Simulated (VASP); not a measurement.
PtSe:

```
Pt Se
1.0
     0.00000    2.79841    2.79841
     2.79841    0.00000    2.79841
     2.79841    2.79841    0.00000
Pt Se
1 1
Cartesian
  2.7984 2.7984 2.7984
  0.0000 0.0000 0.0000
```

```yaml
Program: VASP 6.6.1
Task: relaxation of cell and atoms
Functional: PBE-based screened hybrid with 25 % exact exchange
Potentials_or_basis: VASP PAW PBE potentials, release 64 (Pt, Se)
Cutoff: 600 eV
k_mesh: 4 × 4 × 4
Occupations: fermi-dirac, width 0.05 eV
Spin: no spin polarisation
```

At the start: pressure -16.2 GPa; volume 21.91 Å³/atom.

Q: How do energy, volume and symmetry change on relaxing?

A: Over 7 steps the energy falls by 241.5 meV/atom and the volume is 18.01 Å³/atom (-17.8 %); space group Fm-3m (No. 225, to 0.1 Å) before and after.

The path:
| step | energy change (eV) | largest force (eV/Å) | pressure (GPa) | volume (Å³) |
| --- | --- | --- | --- | --- |
| 1 | 0.0000 | 0.0000 | -16.24 | 43.83 |
| 2 | -0.0997 | 0.0000 | 29.72 | 31.20 |
| 3 | -0.4826 | 0.0000 | -0.73 | 36.22 |
| 4 | -0.4830 | 0.0000 | -0.19 | 36.07 |
| 5 | -0.4829 | 0.0000 | 0.37 | 35.93 |
| 6 | -0.4829 | 0.0000 | -0.40 | 36.13 |
| 7 | -0.4830 | 0.0000 | -0.02 | 36.02 |

Final structure:
```cif
data_structure
_symmetry_space_group_name_H-M 'P 1'
_symmetry_Int_Tables_number 1
_cell_length_a 3.7070
_cell_length_b 3.7070
_cell_length_c 3.7070
_cell_angle_alpha 60.000
_cell_angle_beta 60.000
_cell_angle_gamma 60.000
_cell_volume 36.02
loop_
_atom_site_label
_atom_site_type_symbol
_atom_site_fract_x
_atom_site_fract_y
_atom_site_fract_z
_atom_site_occupancy
Pt1 Pt 0.50000 0.50000 0.50000 1
Se1 Se 0.00000 0.00000 0.00000 1
```

Caveat: the k points lie up to 0.52 Å⁻¹ apart in the final cell, too coarse for converged energies and pressures of a metal; the volume moved by over 15 % at a fixed basis, so the end points are rough; the PAW data sets were made with another functional, which shifts forces and pressure a little.
